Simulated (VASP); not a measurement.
As: relaxation of cell and atoms with PBE

As:

```
As
1.0
     3.63658    0.00000    0.00000
    -1.81829    3.14937    0.00000
     0.00000    0.00000    9.25644
As
6
Direct
  0.00000 0.00000 0.50000
  0.00000 0.00000 0.00000
  0.66667 0.33333 0.37980
  0.33333 0.66667 0.62020
  0.33333 0.66667 0.87980
  0.66667 0.33333 0.12020
```

```json
{"Program": "VASP 6.6.1", "Task": "relaxation of cell and atoms", "Functional": "PBE", "Potentials or basis": "VASP PAW PBE potentials, release 64 (As)", "Cutoff": "600 eV", "k mesh": "6 × 6 × 2", "Occupations": "gaussian, width 0.1 eV", "Spin": "no spin polarisation", "Dipole correction": "no", "Further INCAR settings": "ALGO = Normal; EDIFF = 1e-07; IBRION = 2; EDIFFG = -0.04; NSW = 90; ISIF = 3"}
```

The relaxed volume is 24.66 Å³/atom, the relaxed cell is a = 4.112 Å, b = 4.112 Å, c = 10.105 Å, α = 90.00°, β = 90.00°, γ = 120.00° and the space group after relaxing (to 0.05 Å) is P6_3/mmc (No. 194). The energy gained by relaxing is 768.3 meV/atom, the ionic steps are 7 and the pressure after relaxing is 0.0 GPa. The largest force after relaxing is 0.017 eV/Å and the band gap on the k mesh is zero (band 15 reaches 4.34 eV, above the bottom of band 16 at 3.08 eV).

Forces in eV/Å, atoms in the order of the input:
```
As   0.000  0.000  0.000
As   0.000  0.000  0.000
As   0.000  0.000  0.017
As   0.000  0.000 -0.017
As   0.000  0.000  0.017
As   0.000  0.000 -0.017
```

Stress tensor (GPa, compression positive):
```
 0.08  0.00  0.00
 0.00  0.08  0.00
 0.00  0.00 -0.07
```

Step by step:
```
step  energy change (eV)  largest force (eV/Å)  pressure (GPa)  volume (Å³)
   1              0.0000                3.6961           39.53       106.01
   2             -3.3066                0.6885           -7.37       187.79
   3             -4.6089                0.0236           -0.24       148.49
   4             -4.6088                0.0601            0.12       147.54
   5             -4.6094                0.0012            0.26       147.34
   6             -4.6094                0.0001            0.25       147.34
   7             -4.6100                0.0174            0.03       147.96
```

Final structure:
```cif
data_structure
_symmetry_space_group_name_H-M 'P 1'
_symmetry_Int_Tables_number 1
_cell_length_a 4.1119
_cell_length_b 4.1119
_cell_length_c 10.1050
_cell_angle_alpha 90.000
_cell_angle_beta 90.000
_cell_angle_gamma 120.000
_cell_volume 147.96
loop_
_atom_site_label
_atom_site_type_symbol
_atom_site_fract_x
_atom_site_fract_y
_atom_site_fract_z
_atom_site_occupancy
As1 As 0.00000 0.00000 0.50000 1
As2 As 0.00000 0.00000 0.00000 1
As3 As 0.66667 0.33333 0.36771 1
As4 As 0.33333 0.66667 0.63229 1
As5 As 0.33333 0.66667 0.86771 1
As6 As 0.66667 0.33333 0.13229 1
```

Levels at points of the mesh, in eV from the Fermi level:
```
           k point  band 11  band 12  band 13  band 14  band 15  band 16  band 17  band 18  band 19
(0.00, 0.00, 0.00)    -1.89    -1.89    -1.31    -1.31     0.15     0.15     0.31     0.73     1.58
(0.50, 0.00, 0.00)    -3.42    -2.34    -1.79    -1.18     0.23     0.37     0.98     1.80     2.78
(0.00, 0.00, 0.50)    -2.01    -2.01    -0.64    -0.64    -0.64    -0.64     0.39     0.39     2.69
(0.50, 0.00, 0.50)    -3.20    -3.20    -0.61    -0.61    -0.30    -0.30     1.29     1.29     3.11
```

Run time: 2.3 min on 1 thread of Intel(R) Xeon(R) Platinum 8488C (Sapphire Rapids), with other jobs on the host, peak memory 0.26 GiB.

Caveat: the volume moved by over 15 % at a fixed basis, so the end points are rough.
